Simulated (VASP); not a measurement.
# BeBi2O2 (R-3m) in VASP: single point with r2SCAN

Aim: the single point of BeBi2O2 with r2SCAN.

All numbers are computed with VASP 6.6.1; they aren't measurements. Logs are shortened: lines on timing, memory, paths and dates and some standing lists are left out, and cuts for length are marked.

**1. The cell of the first run**

Symmetry: R-3m, No. 166, trigonal system. Conventional cell: a = 3.551 Å, b = 3.551 Å, c = 26.737 Å, α = 90.00°, β = 90.00°, γ = 120.00°. Bi (site symmetry 3m) has 3 O at 2.27 Å and 3 Be at 3.02 Å within 3.1 Å. Within 3.0 Å of O (site symmetry 3m) lie 3 Bi at 2.27 Å. Be (site symmetry -3m) has 6 Bi at 3.02 Å and 6 Be at 3.55 Å and 6 O at 3.79 Å within 4.0 Å.

**2. Single point, r2SCAN**

Contents of POSCAR:

```
BeBi2O2
1.0
    3.5510991006      0.0000002843      0.0000000703
   -1.7755497965      3.0753418904     -0.0000000960
   -1.7755498088      1.0251140451      8.9123464562
Bi O Be
2 2 1
Direct
    0.0836518207      0.9163481793      0.2509554620
    0.9163481793      0.0836518207      0.7490445380
    0.7139552138      0.2860447862      0.1418656414
    0.2860447862      0.7139552138      0.8581343586
    0.5000000000      0.5000000000      0.5000000000
```

Contents of INCAR.step1:

```
ALGO = Normal
EDIFF = 1E-4
ENCUT = 520
GGA = PE
ISMEAR = -1
LASPH = T
LCHARG = F
LREAL = F
LWAVE = T
NBANDS = 30
NELM = 100
PREC = Accurate
SIGMA = 0.0167
```

Contents of INCAR.step2:

```
ALGO = Normal
EDIFF = 1E-7
ENCUT = 520
ISIF = 2
ISMEAR = -1
ISTART = 1
LASPH = T
LCHARG = T
LELF = T
LMIXTAU = T
LREAL = F
LVHAR = T
LWAVE = F
METAGGA = R2SCAN
NBANDS = 30
NELM = 100
PREC = Accurate
SIGMA = 0.0167
```

Contents of KPOINTS:

```
k-points
0
Gamma
  6 6 6
```

Potentials or basis: VASP PAW PBE potentials, release 64 (Bi_d, O, Be).

Command:

```sh
> cat potpaw_PBE.64/Bi_d/POTCAR potpaw_PBE.64/O/POTCAR potpaw_PBE.64/Be/POTCAR > POTCAR
> cp INCAR.step1 INCAR
> mpirun -np 1 vasp_std > vasp.out
> cp INCAR.step2 INCAR
> mpirun -np 1 vasp_std > vasp.out
```

OUTCAR:

```text
EDIFF = 1E-7
   ENCUT = 520
   ISIF = 2
   ISMEAR = -1
   ISTART = 1
   LASPH = T
   LREAL = F
   METAGGA = R2SCAN
   NELM = 100
   PREC = Accurate

 ion  position               nearest neighbor table
   1  0.084  0.916  0.251-   3 2.27   3 2.27   3 2.27   5 3.02   5 3.02   5 3.02
   2  0.916  0.084  0.749-   4 2.27   4 2.27   4 2.27   5 3.02   5 3.02   5 3.02
   3  0.714  0.286  0.142-   1 2.27   1 2.27   1 2.27
   4  0.286  0.714  0.858-   2 2.27   2 2.27   2 2.27
   5  0.500  0.500  0.500-   1 3.02   2 3.02   1 3.02   2 3.02   1 3.02   2 3.02

  LATTYP: Found a trigonal (rhomboedric) cell.
 ALAT       =     9.1451274067
 COS(alpha) =     0.9246095964

  Lattice vectors:

 A1 = (  -0.0000000123,  -2.0502278453,   8.9123465522)
 A2 = (   1.7755492918,   1.0251143294,   8.9123465265)
 A3 = (  -1.7755498088,   1.0251140451,   8.9123464562)

Analysis of symmetry for initial positions (statically):
=====================================================================
 Subroutine PRICEL returns:
 Original cell was already a primitive cell.

 Routine SETGRP: Setting up the symmetry group for a
 trigonal (rhombohedral) supercell.

 Subroutine GETGRP returns: Found 12 space group operations
 (whereof 12 operations were pure point group operations)
 out of a pool of 12 trial point group operations.

The static configuration has the point symmetry D_3d.

Analysis of symmetry for dynamics (positions and initial velocities):
=====================================================================
 Subroutine PRICEL returns:
 Original cell was already a primitive cell.

 Routine SETGRP: Setting up the symmetry group for a
 trigonal (rhombohedral) supercell.

 Subroutine GETGRP returns: Found 12 space group operations
 (whereof 12 operations were pure point group operations)
 out of a pool of 12 trial point group operations.

The dynamic configuration has the point symmetry D_3d.

 Subroutine INISYM returns: Found 12 space group operations
 (whereof 12 operations are pure point group operations),
 and found     1 'primitive' translations

----------------------------------------------------------------------------------------

                                     Primitive cell

  volume of cell :      97.3303

  direct lattice vectors                    reciprocal lattice vectors
     3.551099101  0.000000284  0.000000070     0.281602941  0.162583565  0.037401301
    -1.775549796  3.075341890 -0.000000096    -0.000000025  0.325167083 -0.037401305
    -1.775549809  1.025114045  8.912346456    -0.000000002  0.000000002  0.112203896

  length of vectors
     3.551099101  3.551099101  9.145127407     0.327310998  0.327310998  0.112203896

  position of ions in fractional coordinates (direct lattice)
     0.083651821  0.916348179  0.250955462
     0.916348179  0.083651821  0.749044538
     0.713955214  0.286044786  0.141865641
     0.286044786  0.713955214  0.858134359
     0.500000000  0.500000000  0.500000000

  ion indices of the primitive-cell ions
   primitive index   ion index
                 1           1
                 2           2
                 3           3
                 4           4
                 5           5

----------------------------------------------------------------------------------------

 KPOINTS: k-points

Automatic generation of k-mesh.
 Grid dimensions read from file:
 generate k-points for:    6    6    6

 Generating k-lattice:

  Cartesian coordinates                     Fractional coordinates (reciprocal lattice)
     0.046933824  0.027097261  0.006233550     0.166666667 -0.000000000  0.000000000
    -0.000000004  0.054194514 -0.006233551     0.000000000  0.166666667  0.000000000
    -0.000000000  0.000000000  0.018700649    -0.000000000  0.000000000  0.166666667

  Length of vectors
     0.054551833  0.054551833  0.018700649

  Shift w.r.t. Gamma in fractional coordinates (k-lattice)
     0.000000000  0.000000000  0.000000000

 Subroutine IBZKPT returns following result:
 ===========================================

 Found     32 irreducible k-points:

 Following reciprocal coordinates:
            Coordinates               Weight
  0.000000  0.000000  0.000000      1.000000
  0.166667 -0.000000  0.000000      6.000000
  0.333333 -0.000000  0.000000      6.000000
  0.500000 -0.000000  0.000000      3.000000
  0.166667  0.166667  0.000000      6.000000
  0.333333  0.166667  0.000000     12.000000
[... 16 lines left out ...]
  0.500000  0.500000  0.166667      6.000000
  0.166667 -0.333333  0.166667     12.000000
 [... further k-points ...]
   k-points           NKPTS =     32   k-points in BZ     NKDIM =     32   number of bands    NBANDS=     30
   number of dos      NEDOS =    301   number of ions     NIONS =      5
   total plane-waves  NPLWV =  54880
   dimension x,y,z NGX =    28 NGY =   28 NGZ =   70
   dimension x,y,z NGXF=    56 NGYF=   56 NGZF=  140
   ions per type =               2   2   1
   NGX,Y,Z   is equivalent  to a cutoff of  13.11, 13.11, 12.73 a.u.
   NGXF,Y,Z  is equivalent  to a cutoff of  26.22, 26.22, 25.45 a.u.
 SYSTEM =  unknown system
   PREC   = accura    normal or accurate (medium, high low for compatibility)
   ISTART =      1    job   : 0-new  1-cont  2-samecut
   ICHARG =      0    charge: 1-file 2-atom 10-const
   ISPIN  =      1    spin polarized calculation?
   LNONCOLLINEAR =      F non collinear calculations
   LSORBIT =      F    spin-orbit coupling
   LASPH  =      T    aspherical Exc in radial PAW
   ENCUT  =  520.0 eV  38.22 Ry    6.18 a.u.   6.60  6.60 17.00*2*pi/ulx,y,z
   NELM   =    100;   NELMIN=  2; NELMDL=  0     # of ELM steps
   EDIFF  = 0.1E-06   stopping-criterion for ELM
   LREAL  =      F    real-space projection
   EDIFFG = 0.1E-05   stopping-criterion for IOM
   NSW    =      0    number of steps for IOM
   IBRION =     -1    ionic relax: 0-MD 1-quasi-New 2-CG
   NFREE  =      0    steps in history (QN), initial steepest desc. (CG)
   ISIF   =      2    stress and relaxation
   ISYM   =      2    0-nonsym 1-usesym 2-fastsym
   POTIM  = 0.5000    time-step for ionic-motion
   TEBEG  =    0.0;   TEEND  =   0.0 temperature during run
   PSTRESS=    0.0 pullay stress
   NELECT =      44.0000    total number of electrons
   NUPDOWN=      -1.0000    fix difference up-down
   EMIN   =  10.00;   EMAX   =-10.00  energy-range for DOS
   EFERMI =   0.00;   METHOD = LEGACY
   ISMEAR =    -1;   SIGMA  =   0.02  broadening in eV -4-tet -1-fermi 0-gaus
   EFERMI_NEDOS =   21; number of points for ismear=-14 and -15
   IALGO  =     38    algorithm
   IMIX   =      4    mixing-type and parameters
     AMIX     =   0.40;   BMIX     =  1.00
     AMIX_MAG =   1.60;   BMIX_MAG =  1.00
  volume/ion in A,a.u.               =      19.47       131.36
  Fermi-wavevector in a.u.,A,eV,Ry     =   1.256443  2.374334 21.478841  1.578650
  Thomas-Fermi vector in A             =   2.390151
   LORBIT       =      0    0 simple, 1 ext, 2 COOP (PROOUT), +10 PAW based schemes
   METAGGA = R2SCAN    functional components
   LHFCALC =     F    Hartree Fock is set to
   AEXX    =    0.0000 exact exchange contribution
   IVDW    =     0    specifies the selected vdW correction
   LEPSILON=     F    determine dielectric tensor
   LRPA    =     F    only Hartree local field effects (RPA)
 non-spin polarized calculation
  energy-cutoff  :      520.00
  volume of cell :       97.33
 maximum number of plane-waves:      2661
 NGX is ok and might be reduce to    28
   NGX = 13   NGY = 13   NGZ = 33

 number of electron      44.0000011 magnetization

 Free energy of the ion-electron system (eV)
  ---------------------------------------------------
  ext. energy  EPLUGINS =         0.00000000
  ---------------------------------------------------
  free energy    TOTEN  =      -133.26816293 eV

  energy without entropy =     -133.26546381  energy(sigma->0) =     -133.26681337

 E-fermi :   5.6772     XC(G=0): -10.3903

 val. band max:        5.6589469486   @ k =   0.5000   0.5000   0.1667
 cond. band min:       5.6851375134   @ k =   0.1667  -0.0000   0.0000
 fundamental gap:      0.0261905648
 Fermi energy:         5.6771914446

 k-point     1 :       0.0000    0.0000    0.0000
  band No.  band energies     occupation
      1     -18.4359      2.00000
      2     -18.4312      2.00000
      3     -18.4121      2.00000
      4     -18.4121      2.00000
      5     -18.4120      2.00000
      6     -18.4120      2.00000
[... 22 lines left out ...]
     29      12.1922      0.00000
     30      12.3879      0.00000

 k-point     2 :       0.1667   -0.0000    0.0000
  band No.  band energies     occupation
      1     -18.4923      2.00000
      2     -18.4905      2.00000
      3     -18.3782      2.00000
      4     -18.3773      2.00000
      5     -18.3770      2.00000
      6     -18.3741      2.00000
[... 22 lines left out ...]
     29      12.5948      0.00000
     30      13.2998      0.00000

 k-point     3 :       0.3333   -0.0000    0.0000
  band No.  band energies     occupation
      1     -18.6006      2.00000
      2     -18.5977      2.00000
      3     -18.3691      2.00000
      4     -18.3661      2.00000
      5     -18.3240      2.00000
      6     -18.3233      2.00000
[... 22 lines left out ...]
     29      12.3085      0.00000
     30      12.5474      0.00000

 k-point     4 :       0.5000   -0.0000    0.0000
  band No.  band energies     occupation
      1     -18.6536      2.00000
      2     -18.6504      2.00000
      3     -18.3832      2.00000
      4     -18.3797      2.00000
      5     -18.3231      2.00000
      6     -18.3226      2.00000
[... 616 lines left out ...]
     29      12.2133      0.00000
     30      12.4964      0.00000

 k-point    23 :       0.5000    0.5000    0.1667
  band No.  band energies     occupation
      1     -18.6534      2.00000
      2     -18.6507      2.00000
      3     -18.3824      2.00000
      4     -18.3806      2.00000
      5     -18.3240      2.00000
      6     -18.3217      2.00000
[... 22 lines left out ...]
     29      11.7963      0.00000
     30      12.0279      0.00000

 k-point    24 :       0.1667   -0.3333    0.1667
  band No.  band energies     occupation
      1     -18.5574      2.00000
      2     -18.5555      2.00000
      3     -18.3692      2.00000
      4     -18.3680      2.00000
      5     -18.3465      2.00000
      6     -18.3449      2.00000
[... 22 lines left out ...]
     29      12.1069      0.00000
     30      12.7440      0.00000

 [... further k-points ...]

------------------------ aborting loop because EDIFF is reached ----------------------------------------

  FORCE on cell =-STRESS in cart. coord.  units (eV):
  Direction    XX          YY          ZZ          XY          YZ          ZX
  --------------------------------------------------------------------------------------
  -------------------------------------------------------------------------------------
  Total        0.2795771      0.2795771      0.0549366      0.0000000     -0.0000000      0.0000000
  in kB        4.6021831      4.6021831      0.9043236      0.0000000     -0.0000001      0.0000001
  external PRESSURE =       3.3695633 kB  Pullay stress =       0.0000000 kB

 VOLUME and BASIS-vectors are now :
 -----------------------------------------------------------------------------
  energy-cutoff  :      520.00
  volume of cell :       97.33
      direct lattice vectors                 reciprocal lattice vectors
     3.551099101  0.000000284  0.000000070     0.281602941  0.162583565  0.037401301
    -1.775549796  3.075341890 -0.000000096    -0.000000025  0.325167083 -0.037401305
    -1.775549809  1.025114045  8.912346456    -0.000000002  0.000000002  0.112203896

 POSITION                                       TOTAL-FORCE (eV/Angst)
 -----------------------------------------------------------------------------------
     -1.77555      3.07534      2.23660        -0.000000      0.000000      0.068788
      1.77555      1.02511      6.67574         0.000000     -0.000000     -0.068788
      1.77555      1.02511      1.26436         0.000000     -0.000000     -0.068293
     -1.77555      3.07534      7.64799        -0.000000      0.000000      0.068293
     -0.00000      2.05023      4.45617         0.000000     -0.000000     -0.000000
 -----------------------------------------------------------------------------------
    total drift:                                0.000000      0.000000     -0.000000

  FREE ENERGIE OF THE ION-ELECTRON SYSTEM (eV)
  ---------------------------------------------------
  free  energy   TOTEN  =      -133.2681629331 eV

  energy  without entropy=     -133.2654638135  energy(sigma->0) =     -133.26681337
```

It took 5.7 min on 1 thread of AMD EPYC 7R13 (Zen 3), shared host; peak memory 0.25 GiB.

What came out:

| Property | Result |
| --- | --- |
| Free energy | -133.2682 eV |
| Pressure | 0.3 GPa |
| Largest force | 0.069 eV/Å |
| Band gap on the k mesh | zero (bands 22 and 23 overlap by 0.46 eV) |

Forces on the atoms (eV/Å):
```
Bi   0.000  0.000  0.069
Bi   0.000  0.000 -0.069
O    0.000  0.000 -0.068
O    0.000  0.000  0.068
Be   0.000  0.000  0.000
```

Stress tensor (GPa, compression positive):
```
0.46 0.00 0.00
0.00 0.46 0.00
0.00 0.00 0.09
```

Levels at points of the mesh, in eV from the Fermi level:
| k point | band 20 | band 21 | band 22 | band 23 | band 24 | band 25 |
| --- | --- | --- | --- | --- | --- | --- |
| (0.00, 0.00, 0.00) | -3.43 | -2.17 | -0.81 | 3.96 | 4.11 | 4.11 |
| (0.50, 0.00, 0.00) | -3.34 | -2.19 | -1.12 | 0.03 | 2.47 | 3.14 |
| (0.50, 0.50, 0.00) | -3.71 | -1.73 | -1.07 | -0.03 | 2.44 | 2.79 |
| (0.00, 0.00, 0.50) | -3.47 | -1.99 | -1.04 | 4.09 | 4.09 | 4.50 |

Caveat: the PAW data sets were made with another functional, which shifts forces and pressure a little; spin-orbit coupling is left out, which moves the levels of the heavy elements.

The gap in the log of VASP goes by the Fermi energy; the results here count the filled bands.